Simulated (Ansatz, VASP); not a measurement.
# AlN in VASP and in Ansatz

```xyz
4
Lattice="3.3609 0.0000 0.0000 -1.6804 2.9106 0.0000 0.0000 0.0000 4.2228" Properties=species:S:1:pos:R:3 pbc="T T T"
Al    0.0000    1.9404    3.1671
Al    1.6805    0.9702    1.0557
N     0.0000    1.9404    1.0557
N     1.6805    0.9702    3.1671
```

Alike in both runs: task single point; functional PBEsol; k mesh 9 × 9 × 6; occupations gaussian, width 0.05 eV; no spin polarisation.

|  | VASP | Ansatz |
| --- | --- | --- |
| version | VASP 6.6.1 | Ansatz 0.2.0 |
| potentials or method | VASP PAW PBE potentials, release 64 (Al, N), cutoff 520 eV | scalar-relativistic, plane waves, PAW |
| valence electrons in the cell | 16 | 16 |

Ansatz gave:

| Property | Result |
| --- | --- |
| gap on the k mesh at the Fermi level (eV) | 2.92 |
| least direct gap on the mesh (eV) | 2.92 |
| pressure (GPa) | -10.7 |
| traceless stress, the component that is largest in VASP (GPa) | 1.00 |

Problem. What did VASP give for the same quantities?

Solution. gap on the k mesh at the Fermi level (eV): 2.93; least direct gap on the mesh (eV): 2.93; pressure (GPa): -10.7; traceless stress, the component that is largest in VASP (GPa): 1.00.

VASP's potentials were made for PBE, not for PBEsol, and Ansatz warns of the same on its side. With one functional, cell and mesh, what is left measures potentials, basis and numerics.
